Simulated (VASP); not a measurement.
# Nb (Immm) in VASP: a series of runs

The runs below take Nb through single point, with PBEsol.

All numbers are computed with VASP 6.6.1; they aren't measurements. Logs are shortened: lines on timing, memory, paths and dates and some standing lists are left out, and cuts for length are marked.

## (1) The cell of the first run

The structure is orthorhombic, space group Immm (No. 71). The conventional cell has a = 2.972 Å, b = 3.010 Å, c = 4.230 Å, α = 90.00°, β = 90.00°, γ = 90.00°. Within 3.9 Å of Nb (site symmetry mmm) lie 12 Nb at 2.97 to 3.01 Å.

This isn't the form of Nb at room conditions, which is bcc.

## (2) Single point, PBEsol (strain +0.0125 x Voigt [0, 0, 0, 0, 1, 0])

INCAR

```
ALGO = Fast ; EDIFF = 1E-7
ENCUT = 520 ; GGA = PS
ISIF = 2 ; ISMEAR = 0
LASPH = True ; LCHARG = False
LREAL = False ; LWAVE = False
NBANDS = 12 ; NELM = 100
PREC = Accurate ; SIGMA = 0.15
```

KPOINTS

```
k-points
0
Gamma
  20 20 20
```

POSCAR

```
Nb
1.0
    0.0132187500      2.1150000000      2.1150000000
    2.1282187500      0.0000000000      2.1282187500
    2.1150000000      2.1150000000      0.0132187500
Nb
1
Direct
    0.0000000000      0.0000000000      0.0000000000
```

Potentials or basis: VASP PAW PBE potentials, release 64 (Nb_sv).

On the command line:

```bash
cat potpaw_PBE.64/Nb_sv/POTCAR > POTCAR
mpirun -np 1 vasp_std > vasp.out
```

OUTCAR:

```text
EDIFF = 1E-7
   ENCUT = 520
   GGA = PS
   ISIF = 2
   ISMEAR = 0
   LASPH = True
   LREAL = False
   NELM = 100
   PREC = Accurate

 ion  position               nearest neighbor table
   1  0.000  0.000  0.000-

  LATTYP: Found a body centered orthorhombic cell.
 ALAT       =     2.9723675489
 B/A-ratio  =     1.0125786164
 C/A-ratio  =     1.4231079873

  Lattice vectors:

 A1 = (   0.0132187500,  -2.1150000000,   2.1150000000)
 A2 = (  -0.0132187500,  -2.1150000000,  -2.1150000000)
 A3 = (   2.1150000000,   2.1150000000,   0.0132187500)

Analysis of symmetry for initial positions (statically):
=====================================================================
 Subroutine PRICEL returns:
 Original cell was already a primitive cell.

 Routine SETGRP: Setting up the symmetry group for a
 body centered orthorhombic supercell.

 Subroutine GETGRP returns: Found  8 space group operations
 (whereof  8 operations were pure point group operations)
 out of a pool of  8 trial point group operations.

The static configuration has the point symmetry D_2h.

Analysis of symmetry for dynamics (positions and initial velocities):
=====================================================================
 Subroutine PRICEL returns:
 Original cell was already a primitive cell.

 Routine SETGRP: Setting up the symmetry group for a
 body centered orthorhombic supercell.

 Subroutine GETGRP returns: Found  8 space group operations
 (whereof  8 operations were pure point group operations)
 out of a pool of  8 trial point group operations.

The dynamic configuration has the point symmetry D_2h.

 Subroutine INISYM returns: Found  8 space group operations
 (whereof  8 operations are pure point group operations),
 and found     1 'primitive' translations

----------------------------------------------------------------------------------------

                                     Primitive cell

  volume of cell :      18.9210

  direct lattice vectors                    reciprocal lattice vectors
     0.013218750  2.115000000  2.115000000    -0.237893453  0.236406619  0.237893453
     2.128218750  0.000000000  2.128218750     0.234938255 -0.236406619  0.234938255
     2.115000000  2.115000000  0.013218750     0.237893453  0.236406619 -0.237893453

  length of vectors
     2.991090894  3.009755820  2.991090894     0.411186916  0.407774518  0.411186916

  position of ions in fractional coordinates (direct lattice)
     0.000000000  0.000000000  0.000000000

  ion indices of the primitive-cell ions
   primitive index   ion index
                 1           1

----------------------------------------------------------------------------------------

 KPOINTS: k-points

Automatic generation of k-mesh.
 Grid dimensions read from file:
 generate k-points for:   20   20   20

 Generating k-lattice:

  Cartesian coordinates                     Fractional coordinates (reciprocal lattice)
    -0.011894673  0.011820331  0.011894673     0.050000000  0.000000000  0.000000000
     0.011746913 -0.011820331  0.011746913     0.000000000  0.050000000  0.000000000
     0.011894673  0.011820331 -0.011894673     0.000000000  0.000000000  0.050000000

  Length of vectors
     0.020559346  0.020388726  0.020559346

  Shift w.r.t. Gamma in fractional coordinates (k-lattice)
     0.000000000  0.000000000  0.000000000

 Subroutine IBZKPT returns following result:
 ===========================================

 Found   1166 irreducible k-points:

 Following reciprocal coordinates:
            Coordinates               Weight
  0.000000  0.000000  0.000000      1.000000
  0.050000  0.000000  0.000000      4.000000
  0.100000  0.000000  0.000000      4.000000
  0.150000  0.000000 -0.000000      4.000000
  0.200000  0.000000  0.000000      4.000000
  0.250000  0.000000  0.000000      4.000000
[... 16 lines left out ...]
 -0.450000  0.050000 -0.000000      8.000000
 -0.400000  0.050000 -0.000000      8.000000
 [... further k-points ...]
   k-points           NKPTS =   1166   k-points in BZ     NKDIM =   1166   number of bands    NBANDS=     12
   number of dos      NEDOS =    301   number of ions     NIONS =      1
   total plane-waves  NPLWV =  13824
   dimension x,y,z NGX =    24 NGY =   24 NGZ =   24
   dimension x,y,z NGXF=    48 NGYF=   48 NGZF=   48
   ions per type =               1
   NGX,Y,Z   is equivalent  to a cutoff of  13.34, 13.26, 13.34 a.u.
   NGXF,Y,Z  is equivalent  to a cutoff of  26.68, 26.51, 26.68 a.u.
 SYSTEM =  unknown system
   PREC   = accura    normal or accurate (medium, high low for compatibility)
   ISTART =      0    job   : 0-new  1-cont  2-samecut
   ICHARG =      2    charge: 1-file 2-atom 10-const
   ISPIN  =      1    spin polarized calculation?
   LNONCOLLINEAR =      F non collinear calculations
   LSORBIT =      F    spin-orbit coupling
   LASPH  =      T    aspherical Exc in radial PAW
   ENCUT  =  520.0 eV  38.22 Ry    6.18 a.u.   5.56  5.60  5.56*2*pi/ulx,y,z
   NELM   =    100;   NELMIN=  2; NELMDL= -5     # of ELM steps
   EDIFF  = 0.1E-06   stopping-criterion for ELM
   LREAL  =      F    real-space projection
   EDIFFG = 0.1E-05   stopping-criterion for IOM
   NSW    =      0    number of steps for IOM
   IBRION =     -1    ionic relax: 0-MD 1-quasi-New 2-CG
   NFREE  =      0    steps in history (QN), initial steepest desc. (CG)
   ISIF   =      2    stress and relaxation
   ISYM   =      2    0-nonsym 1-usesym 2-fastsym
   POTIM  = 0.5000    time-step for ionic-motion
   TEBEG  =    0.0;   TEEND  =   0.0 temperature during run
   PSTRESS=    0.0 pullay stress
   NELECT =      13.0000    total number of electrons
   NUPDOWN=      -1.0000    fix difference up-down
   EMIN   =  10.00;   EMAX   =-10.00  energy-range for DOS
   EFERMI =   0.00;   METHOD = LEGACY
   ISMEAR =     0;   SIGMA  =   0.15  broadening in eV -4-tet -1-fermi 0-gaus
   EFERMI_NEDOS =   21; number of points for ismear=-14 and -15
   IALGO  =     68    algorithm
   IMIX   =      4    mixing-type and parameters
     AMIX     =   0.40;   BMIX     =  1.00
     AMIX_MAG =   1.60;   BMIX_MAG =  1.00
  volume/ion in A,a.u.               =      18.92       127.69
  Fermi-wavevector in a.u.,A,eV,Ry     =   1.444579  2.729858 28.392745  2.086808
  Thomas-Fermi vector in A             =   2.562858
   LORBIT       =      0    0 simple, 1 ext, 2 COOP (PROOUT), +10 PAW based schemes
   GGA     = PS    functional components
   LHFCALC =     F    Hartree Fock is set to
   AEXX    =    0.0000 exact exchange contribution
   IVDW    =     0    specifies the selected vdW correction
   LEPSILON=     F    determine dielectric tensor
   LRPA    =     F    only Hartree local field effects (RPA)
 non-spin polarized calculation
 RMM-DIIS sequential band-by-band and
 Gauss-broadening in eV      SIGMA  =   0.15
  energy-cutoff  :      520.00
  volume of cell :       18.92
 maximum number of plane-waves:       533
   NGX = 11   NGY = 11   NGZ = 11

 number of electron      13.0000001 magnetization

 Free energy of the ion-electron system (eV)
  ---------------------------------------------------
  ext. energy  EPLUGINS =         0.00000000
  ---------------------------------------------------
  free energy    TOTEN  =       -10.59612821 eV

  energy without entropy =      -10.57891184  energy(sigma->0) =      -10.58752002

 E-fermi :  10.7238     XC(G=0): -12.3782

 val. band max:       10.7219217959   @ k =   0.5000  -0.0500   0.2500
 cond. band min:      10.7252075139   @ k =   0.2500   0.4500  -0.0000
 fundamental gap:      0.0032857179
 Fermi energy:        10.7238120411

 k-point     1 :       0.0000    0.0000    0.0000
  band No.  band energies     occupation
      1     -43.9813      2.00000
      2     -19.4188      2.00000
      3     -19.4031      2.00000
      4     -19.3866      2.00000
      5       4.4888      2.00000
      6      10.7354      0.91288
      7      10.8260      0.33537
      8      10.9256      0.05716
      9      13.3942      0.00000
     10      13.3945      0.00000
     11      22.5425      0.00000
     12      27.1050      0.00000

 k-point     2 :       0.0500    0.0000    0.0000
  band No.  band energies     occupation
      1     -43.9767      2.00000
      2     -19.4253      2.00000
      3     -19.4226      2.00000
      4     -19.3994      2.00000
      5       4.5828      2.00000
      6      10.7796      0.59889
      7      10.7985      0.48149
      8      10.9234      0.05984
      9      13.3516      0.00000
     10      13.3532      0.00000
     11      22.7344      0.00000
     12      26.9303      0.00000

 k-point     3 :       0.1000    0.0000    0.0000
  band No.  band energies     occupation
      1     -43.9632      2.00000
      2     -19.5127      2.00000
      3     -19.4335      2.00000
      4     -19.4130      2.00000
      5       4.8555      2.00000
      6      10.6118      1.70918
      7      10.8989      0.09887
      8      11.0345      0.00339
      9      13.2477      0.00000
     10      13.2527      0.00000
     11      23.2634      0.00000
     12      26.0077      0.00000

 k-point     4 :       0.1500    0.0000   -0.0000
  band No.  band energies     occupation
      1     -43.9421      2.00000
      2     -19.6495      2.00000
      3     -19.4505      2.00000
      4     -19.4314      2.00000
      5       5.2772      2.00000
      6      10.3561      1.99947
      7      11.0474      0.00229
      8      11.1904      0.00001
      9      13.1541      0.00000
     10      13.1642      0.00000
     11      23.9043      0.00000
     12      25.1838      0.00000

 k-point     5 :       0.2000    0.0000    0.0000
  band No.  band energies     occupation
      1     -43.9154      2.00000
      2     -19.8192      2.00000
      3     -19.4718      2.00000
      4     -19.4543      2.00000
      5       5.7904      2.00000
      6      10.1361      2.00000
      7      11.1422      0.00008
      8      11.2914      0.00000
      9      13.1811      0.00000
     10      13.2019      0.00000
     11      23.7028      0.00000
     12      25.3565      0.00000
[... 228 lines left out ...]
      1     -43.7943      2.00000
      2     -20.5209      2.00000
      3     -19.5761      2.00000
      4     -19.5651      2.00000
      5       6.9925      2.00000
      6      10.4955      1.96865
      7      10.8119      0.40611
      8      11.6091      0.00000
      9      15.1454      0.00000
     10      15.3245      0.00000
     11      21.2620      0.00000
     12      22.9316      0.00000

 k-point    22 :       0.5000    0.0500    0.0000
  band No.  band energies     occupation
      1     -43.7865      2.00000
      2     -20.5646      2.00000
      3     -19.5865      2.00000
      4     -19.5677      2.00000
      5       6.9823      2.00000
      6      10.4481      1.99067
      7      10.7464      0.83118
      8      11.9491      0.00000
      9      15.3886      0.00000
     10      15.5228      0.00000
     11      21.0735      0.00000
     12      22.4524      0.00000

 k-point    23 :      -0.4500    0.0500   -0.0000
  band No.  band energies     occupation
      1     -43.7882      2.00000
      2     -20.5550      2.00000
      3     -19.5904      2.00000
      4     -19.5614      2.00000
      5       6.9858      2.00000
      6      10.4711      1.98281
      7      10.7457      0.83625
      8      11.8870      0.00000
      9      15.2220      0.00000
     10      15.5824      0.00000
     11      21.1148      0.00000
     12      22.5543      0.00000

 k-point    24 :      -0.4000    0.0500   -0.0000
  band No.  band energies     occupation
      1     -43.7992      2.00000
      2     -20.4930      2.00000
      3     -19.5866      2.00000
      4     -19.5477      2.00000
      5       6.9973      2.00000
      6      10.5608      1.87564
      7      10.8110      0.41087
      8      11.4527      0.00000
      9      14.8172      0.00000
     10      15.3711      0.00000
     11      21.3640      0.00000
     12      23.2135      0.00000

 [... further k-points ...]

------------------------ aborting loop because EDIFF is reached ----------------------------------------

  FORCE on cell =-STRESS in cart. coord.  units (eV):
  Direction    XX          YY          ZZ          XY          YZ          ZX
  --------------------------------------------------------------------------------------
  -------------------------------------------------------------------------------------
  Total       -0.8483706     -0.8520229     -0.8483706     -0.0000000     -0.0000000      0.0777599
  in kB      -71.8376390    -72.1469047    -71.8376390     -0.0000000     -0.0000000      6.5844934
  external PRESSURE =     -71.9407276 kB  Pullay stress =       0.0000000 kB

 VOLUME and BASIS-vectors are now :
 -----------------------------------------------------------------------------
  energy-cutoff  :      520.00
  volume of cell :       18.92
      direct lattice vectors                 reciprocal lattice vectors
     0.013218750  2.115000000  2.115000000    -0.237893453  0.236406619  0.237893453
     2.128218750  0.000000000  2.128218750     0.234938255 -0.236406619  0.234938255
     2.115000000  2.115000000  0.013218750     0.237893453  0.236406619 -0.237893453

 POSITION                                       TOTAL-FORCE (eV/Angst)
 -----------------------------------------------------------------------------------
      0.00000      0.00000      0.00000         0.000000      0.000000      0.000000
 -----------------------------------------------------------------------------------
    total drift:                               -0.000000     -0.000000     -0.000000

  FREE ENERGIE OF THE ION-ELECTRON SYSTEM (eV)
  ---------------------------------------------------
  free  energy   TOTEN  =       -10.5961282119 eV

  energy  without entropy=      -10.5789118363  energy(sigma->0) =      -10.58752002
```

It took 2.9 min on 1 thread of Intel Xeon 6975P-C (Granite Rapids), shared host; peak memory 0.36 GiB.

What came out:

| Item | Value |
| --- | --- |
| Free energy | -10.5961 eV |
| Pressure | -7.2 GPa |
| Band gap on the k mesh | zero (an odd number of electrons rules out a gap without spin polarisation) |

Caveat: the cell differs from its parent crystal (strain +0.0125 x Voigt [0, 0, 0, 0, 1, 0]); the cell stands under tension; the PAW data sets were made with another functional, which shifts forces and pressure a little.

## (3) Single point, PBEsol (strain +0.0075 x Voigt [0, 0, 0, 0, 1, 0])

INCAR

```
SYSTEM = Nb
ALGO = Fast ; EDIFF = 1E-6
ENCUT = 520 ; GGA = PS
ISIF = 2 ; ISMEAR = 0
LASPH = .TRUE. ; LCHARG = .FALSE.
LREAL = .FALSE. ; LWAVE = .FALSE.
NBANDS = 12 ; NELM = 100
PREC = Accurate ; SIGMA = 0.15
```

KPOINTS

```
k-points
0
G
  20 20 20
  0 0 0
```

POSCAR

```
Nb
1.0
    0.0079312500      2.1150000000      2.1150000000
    2.1229312500      0.0000000000      2.1229312500
    2.1150000000      2.1150000000      0.0079312500
Nb
1
Direct
    0.0000000000      0.0000000000      0.0000000000
```

Potentials or basis: VASP PAW PBE potentials, release 64 (Nb_sv).

On the command line:

```bash
cat potpaw_PBE.64/Nb_sv/POTCAR > POTCAR
mpirun -np 1 vasp_std > vasp.out
```

It took 2.4 min on 1 thread of Intel Xeon 6975P-C (Granite Rapids), shared host; peak memory 0.36 GiB.

It converged, with:

```yaml
Free_energy: -10.5958 eV
Pressure: -7.3 GPa
Band_gap_on_the_k_mesh: zero (an odd number of electrons rules out a gap without spin polarisation)
```

Stress tensor (GPa, compression positive):
```
-7.28  0.00  0.40
 0.00 -7.29  0.00
 0.40  0.00 -7.28
```

Levels at points of the mesh, in eV from the Fermi level:
```csv
k point,band 2,band 3,band 4,band 5,band 6,band 7,band 8,band 9,band 10,band 11
"(0.00, 0.00, 0.00)",-30.14,-30.13,-30.12,-6.24,0.05,0.10,0.16,2.67,2.67,11.82
"(0.50, 0.00, 0.00)",-31.30,-30.29,-30.28,-3.82,-0.14,-0.05,1.37,4.61,4.67,10.37
"(0.00, 0.50, 0.00)",-31.29,-30.28,-30.27,-3.82,-0.12,-0.03,1.30,4.59,4.65,10.28
"(0.50, 0.50, 0.00)",-31.22,-30.54,-30.54,-4.03,-3.28,3.52,4.60,5.19,5.19,11.15
"(0.50, 0.00, 0.50)",-31.22,-30.56,-30.53,-4.03,-3.28,3.52,4.60,5.19,5.19,11.05
```

Caveat: the cell differs from its parent crystal (strain +0.0075 x Voigt [0, 0, 0, 0, 1, 0]); the cell stands under tension; the PAW data sets were made with another functional, which shifts forces and pressure a little.
